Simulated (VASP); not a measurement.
Write the native input for VASP 6.6.1 that does the following.

```
Task                   : single point
Functional             : PBEsol
Potentials or basis    : VASP PAW PBE potentials, release 64 (Cd, S)
Cutoff                 : 520 eV
k mesh                 : 9 × 9 × 6
Occupations            : gaussian, width 0.05 eV
Spin                   : no spin polarisation
Dipole correction      : no
Further INCAR settings : ALGO = Normal; EDIFF = 1e-06; NBANDS = 16
```

The structure of CdS lies in POSCAR:

```
CdS
1.0
    4.2611695877      0.0000000000      0.0000000000
   -2.1305847939      3.6902811128      0.0000000000
    0.0000000000      0.0000000000      5.8041729400
Cd S
1 1
Direct
    0.0000000000      0.0000000000      0.4426919200
    0.6666666667      0.3333333333      0.4343080800
```

These files were run (other wordings do the same):

INCAR

```
PREC = Accurate ; ENCUT = 520
EDIFF = 1E-6 ; ISMEAR = 0
SIGMA = 0.05 ; LREAL = False
LASPH = True ; NELM = 80
ALGO = Normal ; ISIF = 2
LWAVE = False ; LCHARG = True
GGA = PS ; LELF = True
LVHAR = True ; NBANDS = 16
```

KPOINTS

```
regular mesh
0
Gamma
  9 9 6
```

Potentials or basis: VASP PAW PBE potentials, release 64 (Cd, S).

Command:

```sh
$ cat potpaw_PBE.64/Cd/POTCAR potpaw_PBE.64/S/POTCAR > POTCAR
$ mpirun -np 1 vasp_std > vasp.out
```

It gave:

```yaml
Pressure: -1.3 GPa
Largest_force: 0.014 eV/Å
Band_gap_on_the_k_mesh: 1.42 eV, indirect (the least direct gap lies 4.2 meV higher)
```

Caveat: the PAW data sets were made with another functional, which shifts forces and pressure a little.

It took 29 s on 1 thread of Intel(R) Xeon(R) 6975P-C (Granite Rapids), with other jobs on the host, peak memory 0.26 GiB.
